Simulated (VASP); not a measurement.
Set up this calculation in VASP 6.6.1, as the native input.

* Task: single point
* Functional: r2SCAN
* Potentials or basis: VASP PAW PBE potentials, release 64 (Ca_sv)
* Cutoff: 520 eV
* k mesh: 8 × 8 × 8
* Occupations: fermi-dirac, width 0.05 eV
* Spin: no spin polarisation
* Dipole correction: no
* Further INCAR settings: ALGO = Normal; EDIFF = 1e-06; NBANDS = 11

Ca:

```
CELL_PARAMETERS angstrom
0.00000 2.84900 2.84900
2.84900 0.00000 2.84900
2.84900 2.84900 0.00000
ATOMIC_POSITIONS crystal
Ca 0.00000 0.00000 0.00000
```

These files were run (other wordings do the same):

POSCAR

```
Ca
1.0
    0.0000000000      2.8490021484      2.8490021484
    2.8490021484      0.0000000000      2.8490021484
    2.8490021484      2.8490021484      0.0000000000
Ca
1
Direct
    0.0000000000      0.0000000000      0.0000000000
```

INCAR.step1

```
SYSTEM = Ca
PREC = Accurate
ENCUT = 520
ISMEAR = -1
SIGMA = 0.05
LREAL = .False.
LASPH = .True.
NELM = 80
NBANDS = 11
GGA = PE
ALGO = Normal
EDIFF = 1E-4
LWAVE = .True.
LCHARG = .False.
```

INCAR.step2

```
SYSTEM = Ca
PREC = Accurate
ENCUT = 520
EDIFF = 1E-6
ISMEAR = -1
SIGMA = 0.05
LREAL = .False.
LASPH = .True.
NELM = 80
ALGO = Normal
ISIF = 2
LWAVE = .False.
LCHARG = .False.
METAGGA = R2SCAN
LMIXTAU = .True.
NBANDS = 11
ISTART = 1
```

KPOINTS

```
Automatic mesh
0
Gamma
  8 8 8
  0 0 0
```

Potentials or basis: VASP PAW PBE potentials, release 64 (Ca_sv).

The run is started by

```bash
$ cat potpaw_PBE.64/Ca_sv/POTCAR > POTCAR
$ cp INCAR.step1 INCAR
$ mpirun -np 1 vasp_std > vasp.out
$ cp INCAR.step2 INCAR
$ mpirun -np 1 vasp_std > vasp.out
```

Results of the run:

The pressure is -1.0 GPa and the band gap on the k mesh is zero (bands 5 and 6 overlap by 0.65 eV).

Caveat: the PAW data sets were made with another functional, which shifts forces and pressure a little.

Wall time 45 s on 1 thread of Intel(R) Xeon(R) Platinum 8488C (Sapphire Rapids), with other jobs on the host, peak memory 0.17 GiB.
